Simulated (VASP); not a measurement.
A run of VASP 6.6.1 is set up as follows.

Contents of INCAR:

```
PREC = Accurate
ENCUT = 520
EDIFF = 1E-6
ISMEAR = -1
SIGMA = 0.05
LREAL = F
LASPH = T
NELM = 60
ALGO = Normal
ISIF = 2
LWAVE = F
LCHARG = F
GGA = PS
NBANDS = 13
```

File KPOINTS:

```
regular mesh
0
Gamma
  9 9 9
```

The input POSCAR:

```
O
1.0
    1.6749479049      0.9670316238      3.7319995215
   -1.6749479049      0.9670316238      3.7319995215
    0.0000000000     -1.9340632475      3.7319995215
O
2
Direct
    0.0546147200      0.0546147200      0.0546147200
    0.9453852800      0.9453852800      0.9453852800
```

Potentials or basis: VASP PAW PBE potentials, release 64 (O).

Command:

```bash
$ cat potpaw_PBE.64/O/POTCAR > POTCAR
$ mpirun -np 1 vasp_std > vasp.out
```

Question: What does it give for the band gap on the k mesh?

Answer: Zero (band 6 reaches -1.70 eV, above the bottom of band 7 at -2.20 eV).

Question: Estimate the pressure.

Answer: -2.5 GPa.

Stress tensor (GPa, compression positive):
```
-4.15  0.00  0.00
 0.00 -4.15  0.00
 0.00  0.00  0.72
```

Caveat: the standard files for N, O and F lose accuracy on very short bonds; spin is off for a triplet molecule; the PAW data sets were made with another functional, which shifts forces and pressure a little.
